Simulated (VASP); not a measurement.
# Ba (Cmcm) in VASP: further runs

Runs on Ba. Level: PBE. Tasks: single point.

Everything below comes from runs of VASP 6.6.1. Logs are shortened: lines on timing, memory, paths and dates and some standing lists are left out, and cuts for length are marked.

**1. The cell of the first run**

It takes space group Cmcm (No. 63, orthorhombic). The conventional cell has a = 7.184 Å, b = 5.034 Å, c = 7.190 Å, α = 90.00°, β = 90.00°, γ = 90.00°. Ba (site symmetry m2m) has 14 Ba at 4.37 to 5.08 Å within 5.7 Å.

**2. Single point, PBE**

Input file INCAR:

```
PREC     = Accurate       # precision mode
ENCUT    = 520            # plane-wave cutoff, eV
EDIFF    = 1E-6           # SCF threshold, eV
ISMEAR   = -1             # smearing method
SIGMA    = 0.05           # smearing width, eV
LREAL    = False          # projectors in reciprocal space
LASPH    = True           # aspherical terms in the spheres
NELM     = 60             # most SCF steps
ALGO     = Fast           # electronic algorithm
ISIF     = 2              # what is computed and relaxed
LWAVE    = False          # write WAVECAR
LCHARG   = False          # write CHGCAR
GGA      = PE             # functional
NBANDS   = 17             # bands
```

Input file KPOINTS:

```
regular mesh
0
Gamma
  9 9 5
```

Input file POSCAR:

```
Ba
1.0
    3.5917737300     -2.5169042300      0.0000000000
    3.5917737300      2.5169042300      0.0000000000
    0.0000000000      0.0000000000      7.1900451800
Ba
2
Direct
    0.2532260300      0.7467739700      0.7500000000
    0.7467739700      0.2532260300      0.2500000000
```

Potentials or basis: VASP PAW PBE potentials, release 64 (Ba_sv).

On the command line:

```bash
$ cat potpaw_PBE.64/Ba_sv/POTCAR > POTCAR
$ mpirun -np 1 vasp_std > vasp.out
```

OUTCAR:

```text
PREC = Accurate
   ENCUT = 520
   EDIFF = 1E-6
   ISMEAR = -1
   LREAL = False
   LASPH = True
   NELM = 60
   ISIF = 2
   GGA = PE

 ion  position               nearest neighbor table
   1  0.253  0.747  0.750-   2 4.37   2 4.37   2 4.41   2 4.41
   2  0.747  0.253  0.250-   1 4.37   1 4.37   1 4.41   1 4.41

  LATTYP: Found a base centered orthorhombic cell.
 ALAT       =     5.0338084600
 B/A-ratio  =     1.4270601508
 C/A-ratio  =     1.4283509667

  Lattice vectors:

 A1 = (  -3.5917737300,  -2.5169042300,   0.0000000000)
 A2 = (   3.5917737300,  -2.5169042300,   0.0000000000)
 A3 = (   0.0000000000,   0.0000000000,   7.1900451800)

Analysis of symmetry for initial positions (statically):
=====================================================================
 Subroutine PRICEL returns:
 Original cell was already a primitive cell.

 Routine SETGRP: Setting up the symmetry group for a
 base centered orthorhombic supercell.

 Subroutine GETGRP returns: Found  8 space group operations
 (whereof  4 operations were pure point group operations)
 out of a pool of  8 trial point group operations.

The static configuration has the point symmetry C_2h.
 The point group associated with its full space group is D_2h.

Analysis of symmetry for dynamics (positions and initial velocities):
=====================================================================
 Subroutine PRICEL returns:
 Original cell was already a primitive cell.

 Routine SETGRP: Setting up the symmetry group for a
 base centered orthorhombic supercell.

 Subroutine GETGRP returns: Found  8 space group operations
 (whereof  4 operations were pure point group operations)
 out of a pool of  8 trial point group operations.

The dynamic configuration has the point symmetry C_2h.
 The point group associated with its full space group is D_2h.

 Subroutine INISYM returns: Found  8 space group operations
 (whereof  4 operations are pure point group operations),
 and found     1 'primitive' translations

----------------------------------------------------------------------------------------

                                     Primitive cell

  volume of cell :     129.9982

  direct lattice vectors                    reciprocal lattice vectors
     3.591773730 -2.516904230  0.000000000     0.139206987 -0.198656744  0.000000000
     3.591773730  2.516904230  0.000000000     0.139206987  0.198656744  0.000000000
     0.000000000  0.000000000  7.190045180     0.000000000  0.000000000  0.139081184

  length of vectors
     4.385846034  4.385846034  7.190045180     0.242575941  0.242575941  0.139081184

  position of ions in fractional coordinates (direct lattice)
     0.253226030  0.746773970  0.750000000
     0.746773970  0.253226030  0.250000000

  ion indices of the primitive-cell ions
   primitive index   ion index
                 1           1
                 2           2

----------------------------------------------------------------------------------------

 KPOINTS: regular mesh

Automatic generation of k-mesh.
 Grid dimensions read from file:
 generate k-points for:    9    9    5

 Generating k-lattice:

  Cartesian coordinates                     Fractional coordinates (reciprocal lattice)
     0.015467443 -0.022072972  0.000000000     0.111111111  0.000000000  0.000000000
     0.015467443  0.022072972  0.000000000     0.000000000  0.111111111  0.000000000
     0.000000000  0.000000000  0.027816237     0.000000000  0.000000000  0.200000000

  Length of vectors
     0.026952882  0.026952882  0.027816237

  Shift w.r.t. Gamma in fractional coordinates (k-lattice)
     0.000000000  0.000000000  0.000000000

 Subroutine IBZKPT returns following result:
 ===========================================

 Found     75 irreducible k-points:

 Following reciprocal coordinates:
            Coordinates               Weight
  0.000000  0.000000  0.000000      1.000000
  0.111111  0.000000  0.000000      4.000000
  0.222222  0.000000  0.000000      4.000000
  0.333333  0.000000  0.000000      4.000000
  0.444444  0.000000  0.000000      4.000000
  0.111111  0.111111  0.000000      2.000000
[... 16 lines left out ...]
 -0.333333  0.333333  0.000000      2.000000
  0.444444  0.444444  0.000000      2.000000
 [... further k-points ...]
   k-points           NKPTS =     75   k-points in BZ     NKDIM =     75   number of bands    NBANDS=     17
   number of dos      NEDOS =    301   number of ions     NIONS =      2
   total plane-waves  NPLWV =  69984
   dimension x,y,z NGX =    36 NGY =   36 NGZ =   54
   dimension x,y,z NGXF=    72 NGYF=   72 NGZF=  108
   ions per type =               2
   NGX,Y,Z   is equivalent  to a cutoff of  13.65, 13.65, 12.49 a.u.
   NGXF,Y,Z  is equivalent  to a cutoff of  27.29, 27.29, 24.97 a.u.
 SYSTEM =  unknown system
   PREC   = accura    normal or accurate (medium, high low for compatibility)
   ISTART =      0    job   : 0-new  1-cont  2-samecut
   ICHARG =      2    charge: 1-file 2-atom 10-const
   ISPIN  =      1    spin polarized calculation?
   LNONCOLLINEAR =      F non collinear calculations
   LSORBIT =      F    spin-orbit coupling
   LASPH  =      T    aspherical Exc in radial PAW
   ENCUT  =  520.0 eV  38.22 Ry    6.18 a.u.   8.15  8.15 13.37*2*pi/ulx,y,z
   NELM   =     60;   NELMIN=  2; NELMDL= -5     # of ELM steps
   EDIFF  = 0.1E-05   stopping-criterion for ELM
   LREAL  =      F    real-space projection
   EDIFFG = 0.1E-04   stopping-criterion for IOM
   NSW    =      0    number of steps for IOM
   IBRION =     -1    ionic relax: 0-MD 1-quasi-New 2-CG
   NFREE  =      0    steps in history (QN), initial steepest desc. (CG)
   ISIF   =      2    stress and relaxation
   ISYM   =      2    0-nonsym 1-usesym 2-fastsym
   POTIM  = 0.5000    time-step for ionic-motion
   TEBEG  =    0.0;   TEEND  =   0.0 temperature during run
   PSTRESS=    0.0 pullay stress
   NELECT =      20.0000    total number of electrons
   NUPDOWN=      -1.0000    fix difference up-down
   EMIN   =  10.00;   EMAX   =-10.00  energy-range for DOS
   EFERMI =   0.00;   METHOD = LEGACY
   ISMEAR =    -1;   SIGMA  =   0.05  broadening in eV -4-tet -1-fermi 0-gaus
   EFERMI_NEDOS =   21; number of points for ismear=-14 and -15
   IALGO  =     68    algorithm
   IMIX   =      4    mixing-type and parameters
     AMIX     =   0.40;   BMIX     =  1.00
     AMIX_MAG =   1.60;   BMIX_MAG =  1.00
  volume/ion in A,a.u.               =      65.00       438.64
  Fermi-wavevector in a.u.,A,eV,Ry     =   0.877214  1.657695 10.469752  0.769505
  Thomas-Fermi vector in A             =   1.997132
   LORBIT       =      0    0 simple, 1 ext, 2 COOP (PROOUT), +10 PAW based schemes
   GGA     = PE    functional components
   LHFCALC =     F    Hartree Fock is set to
   AEXX    =    0.0000 exact exchange contribution
   IVDW    =     0    specifies the selected vdW correction
   LEPSILON=     F    determine dielectric tensor
   LRPA    =     F    only Hartree local field effects (RPA)
 non-spin polarized calculation
 RMM-DIIS sequential band-by-band and
  energy-cutoff  :      520.00
  volume of cell :      130.00
 maximum number of plane-waves:      3524
 NGX is ok and might be reduce to    36
   NGX = 17   NGY = 17   NGZ = 27

 number of electron      19.9999998 magnetization

 Free energy of the ion-electron system (eV)
  ---------------------------------------------------
  ext. energy  EPLUGINS =         0.00000000
  ---------------------------------------------------
  free energy    TOTEN  =        -3.82457626 eV

  energy without entropy =       -3.80497950  energy(sigma->0) =       -3.81477788

 E-fermi :   1.5475     XC(G=0):  -7.3104

 val. band max:        1.5445581219   @ k =  -0.3333   0.3333   0.4000
 cond. band min:       1.5475729754   @ k =   0.4444   0.2222   0.0000
 fundamental gap:      0.0030148536
 Fermi energy:         1.5474718708

 k-point     1 :       0.0000    0.0000    0.0000
  band No.  band energies     occupation
      1     -27.3957      2.00000
      2     -27.3583      2.00000
      3     -12.7775      2.00000
      4     -12.4933      2.00000
      5     -12.3623      2.00000
      6     -12.3618      2.00000
[... 9 lines left out ...]
     16       4.6368      0.00000
     17       4.7027      0.00000

 k-point     2 :       0.1111    0.0000    0.0000
  band No.  band energies     occupation
      1     -27.3923      2.00000
      2     -27.3571      2.00000
      3     -12.7613      2.00000
      4     -12.5096      2.00000
      5     -12.4011      2.00000
      6     -12.3791      2.00000
[... 9 lines left out ...]
     16       4.5108      0.00000
     17       4.5861      0.00000

 k-point     3 :       0.2222    0.0000    0.0000
  band No.  band energies     occupation
      1     -27.3834      2.00000
      2     -27.3547      2.00000
      3     -12.7159      2.00000
      4     -12.5683      2.00000
      5     -12.5008      2.00000
      6     -12.4051      2.00000
[... 9 lines left out ...]
     16       4.2717      0.00000
     17       4.6888      0.00000

 k-point     4 :       0.3333    0.0000    0.0000
  band No.  band energies     occupation
      1     -27.3720      2.00000
      2     -27.3532      2.00000
      3     -12.6498      2.00000
      4     -12.6492      2.00000
      5     -12.6125      2.00000
      6     -12.4402      2.00000
[... 9 lines left out ...]
     16       4.8374      0.00000
     17       5.0131      0.00000
[... 343 lines left out ...]
      1     -27.3579      2.00000
      2     -27.3370      2.00000
      3     -12.7229      2.00000
      4     -12.6620      2.00000
      5     -12.6217      2.00000
      6     -12.5919      2.00000
[... 9 lines left out ...]
     16       4.8609      0.00000
     17       5.1882      0.00000

 k-point    23 :      -0.3333    0.3333    0.0000
  band No.  band energies     occupation
      1     -27.3562      2.00000
      2     -27.3443      2.00000
      3     -12.6718      2.00000
      4     -12.6360      2.00000
      5     -12.5787      2.00000
      6     -12.5774      2.00000
[... 9 lines left out ...]
     16       4.6714      0.00000
     17       5.1646      0.00000

 k-point    24 :       0.4444    0.4444    0.0000
  band No.  band energies     occupation
      1     -27.3592      2.00000
      2     -27.3306      2.00000
      3     -12.7649      2.00000
      4     -12.6574      2.00000
      5     -12.6448      2.00000
      6     -12.6415      2.00000
[... 9 lines left out ...]
     16       5.1930      0.00000
     17       5.3621      0.00000

 [... further k-points ...]

------------------------ aborting loop because EDIFF is reached ----------------------------------------

  FORCE on cell =-STRESS in cart. coord.  units (eV):
  Direction    XX          YY          ZZ          XY          YZ          ZX
  --------------------------------------------------------------------------------------
  -------------------------------------------------------------------------------------
  Total       -0.1377997     -0.1247830     -0.1529485      0.0000000     -0.0000000      0.0000000
  in kB       -1.6983275     -1.5379025     -1.8850316      0.0000000     -0.0000000      0.0000000
  external PRESSURE =      -1.7070872 kB  Pullay stress =       0.0000000 kB

 VOLUME and BASIS-vectors are now :
 -----------------------------------------------------------------------------
  energy-cutoff  :      520.00
  volume of cell :      130.00
      direct lattice vectors                 reciprocal lattice vectors
     3.591773730 -2.516904230  0.000000000     0.139206987 -0.198656744  0.000000000
     3.591773730  2.516904230  0.000000000     0.139206987  0.198656744  0.000000000
     0.000000000  0.000000000  7.190045180     0.000000000  0.000000000  0.139081184

 POSITION                                       TOTAL-FORCE (eV/Angst)
 -----------------------------------------------------------------------------------
      3.59177      1.24221      5.39253         0.000000      0.021548      0.000000
      3.59177     -1.24221      1.79751         0.000000     -0.021548     -0.000000
 -----------------------------------------------------------------------------------
    total drift:                                0.000000     -0.000000     -0.000000

  FREE ENERGIE OF THE ION-ELECTRON SYSTEM (eV)
  ---------------------------------------------------
  free  energy   TOTEN  =        -3.8245762552 eV

  energy  without entropy=       -3.8049794953  energy(sigma->0) =       -3.81477788
```

It took 77 s on 1 thread of Intel Xeon Platinum 8488C (Sapphire Rapids), shared host; peak memory 0.33 GiB.

What came out:

* Free energy: -3.8246 eV
* Pressure: -0.2 GPa
* Largest force: 0.022 eV/Å
* Band gap on the k mesh: zero (bands 10 and 11 overlap by 0.91 eV)

Forces on the atoms (eV/Å):
```
Ba   0.000  0.022  0.000
Ba   0.000 -0.022  0.000
```

Caveat: spin-orbit coupling is left out, which moves the levels of the heavy elements.

**3. Single point, PBE**

Input file INCAR:

```
PREC = Accurate
ENCUT = 520
EDIFF = 1E-7
ISMEAR = -1
SIGMA = 0.05
LREAL = False
LASPH = True
NELM = 80
ALGO = Fast
ISIF = 2
LWAVE = False
LCHARG = False
GGA = PE
NBANDS = 17
```

Input file KPOINTS:

```
Automatic mesh
0
Gamma
  11 11 6
```

POSCAR is that of step 2.

Potentials or basis: VASP PAW PBE potentials, release 64 (Ba_sv).

On the command line:

```bash
$ cat potpaw_PBE.64/Ba_sv/POTCAR > POTCAR
$ mpirun -np 1 vasp_std > vasp.out
```

OUTCAR:

```text
PREC = Accurate
   ENCUT = 520
   EDIFF = 1E-7
   ISMEAR = -1
   LREAL = False
   LASPH = True
   NELM = 80
   ISIF = 2
   GGA = PE

 ion  position               nearest neighbor table
   1  0.253  0.747  0.750-   2 4.37   2 4.37   2 4.41   2 4.41
   2  0.747  0.253  0.250-   1 4.37   1 4.37   1 4.41   1 4.41

  LATTYP: Found a base centered orthorhombic cell.
 ALAT       =     5.0338084600
 B/A-ratio  =     1.4270601508
 C/A-ratio  =     1.4283509667

  Lattice vectors:

 A1 = (  -3.5917737300,  -2.5169042300,   0.0000000000)
 A2 = (   3.5917737300,  -2.5169042300,   0.0000000000)
 A3 = (   0.0000000000,   0.0000000000,   7.1900451800)

Analysis of symmetry for initial positions (statically):
=====================================================================
 Subroutine PRICEL returns:
 Original cell was already a primitive cell.

 Routine SETGRP: Setting up the symmetry group for a
 base centered orthorhombic supercell.

 Subroutine GETGRP returns: Found  8 space group operations
 (whereof  4 operations were pure point group operations)
 out of a pool of  8 trial point group operations.
[... 163 lines left out ...]

  energy without entropy =       -3.80632875  energy(sigma->0) =       -3.81585141

 E-fermi :   1.5387     XC(G=0):  -7.3101

 val. band max:        1.5209892892   @ k =  -0.3636   0.2727   0.3333
 cond. band min:       1.5453796317   @ k =  -0.3636   0.1818   0.1667
 fundamental gap:      0.0243903425
 Fermi energy:         1.5386695086

 k-point     1 :       0.0000    0.0000    0.0000
  band No.  band energies     occupation
      1     -27.3946      2.00000
      2     -27.3572      2.00000
      3     -12.7758      2.00000
      4     -12.4920      2.00000
      5     -12.3608      2.00000
      6     -12.3605      2.00000
[... 457 lines left out ...]
      4     -12.5575      2.00000
      5     -12.5135      2.00000
      6     -12.4812      2.00000
[... 9 lines left out ...]
     16       3.8994      0.00000
     17       5.1758      0.00000

 [... further k-points ...]

------------------------ aborting loop because EDIFF is reached ----------------------------------------

  FORCE on cell =-STRESS in cart. coord.  units (eV):
  Direction    XX          YY          ZZ          XY          YZ          ZX
  --------------------------------------------------------------------------------------
  -------------------------------------------------------------------------------------
  Total       -0.1579923     -0.1331898     -0.1670575      0.0000000      0.0000000      0.0000000
  in kB       -1.9471945     -1.6415127     -2.0589185      0.0000000      0.0000000      0.0000000
  external PRESSURE =      -1.8825419 kB  Pullay stress =       0.0000000 kB

 VOLUME and BASIS-vectors are now :
 -----------------------------------------------------------------------------
  energy-cutoff  :      520.00
  volume of cell :      130.00
      direct lattice vectors                 reciprocal lattice vectors
     3.591773730 -2.516904230  0.000000000     0.139206987 -0.198656744  0.000000000
     3.591773730  2.516904230  0.000000000     0.139206987  0.198656744  0.000000000
     0.000000000  0.000000000  7.190045180     0.000000000  0.000000000  0.139081184

 POSITION                                       TOTAL-FORCE (eV/Angst)
 -----------------------------------------------------------------------------------
      3.59177      1.24221      5.39253         0.000000      0.021689      0.000000
      3.59177     -1.24221      1.79751         0.000000     -0.021689     -0.000000
 -----------------------------------------------------------------------------------
    total drift:                                0.000000     -0.000000     -0.000000

  FREE ENERGIE OF THE ION-ELECTRON SYSTEM (eV)
  ---------------------------------------------------
  free  energy   TOTEN  =        -3.8253740707 eV

  energy  without entropy=       -3.8063287530  energy(sigma->0) =       -3.81585141
```

stdout:

```text
POSCAR found type information on POSCAR Ba
 POSCAR found :  1 types and       2 ions
 scaLAPACK will be used
 LDA part: xc-table for (Slater+PW92), standard interpolation
 POSCAR, INCAR and KPOINTS ok, starting setup
 FFT: planning ... GRIDC
 FFT: planning ... GRID_SOFT
 FFT: planning ... GRID
 WAVECAR not read
 entering main loop
WARNING in EDDRMM: call to ZHEGV failed, returncode =   8  4     10
WARNING in EDDRMM: call to ZHEGV failed, returncode =   8  4      9
WARNING in EDDRMM: call to ZHEGV failed, returncode =   6  3     10
WARNING in EDDRMM: call to ZHEGV failed, returncode =   6  3      9
 num prob WARNING in EDDRMM: call to ZHEGV failed, returncode =   6  3      9
WARNING in EDDRMM: call to ZHEGV failed, returncode =   6  3     15
 num prob  num prob  num prob  num prob  num prob  num prob WARNING in EDDRMM: call to ZHEGV failed, returncode =   6  3     12
WARNING in EDDRMM: call to ZHEGV failed, returncode =   8  4     14
 num prob  num prob  num prob  num prob  num prob WARNING in EDDRMM: call to ZHEGV failed, returncode =   6  3     14
 num prob  num prob WARNING in EDDRMM: call to ZHEGV failed, returncode =   6  3     14
 num prob  num prob  num prob  num prob  num prob  num prob  num prob  num prob  num prob  num prob  num prob  num prob  num prob  num prob  num prob  num prob  num prob  num prob  num prob  num prob  num prob RMM:  14    -0.382537407069E+01   -0.88572E-07   -0.37316E-07  4971   0.204E-03
```

It took 2.9 min on 1 thread of Intel Xeon Platinum 8488C (Sapphire Rapids), shared host; peak memory 0.43 GiB.

Results:

```
Free energy            : -3.8254 eV
Pressure               : -0.2 GPa
Largest force          : 0.022 eV/Å
Band gap on the k mesh : zero (bands 10 and 11 overlap by 0.94 eV)
```

Forces in eV/Å, atoms in the order of the input:
```
Ba   0.000  0.022  0.000
Ba   0.000 -0.022  0.000
```

Caveat: spin-orbit coupling is left out, which moves the levels of the heavy elements.
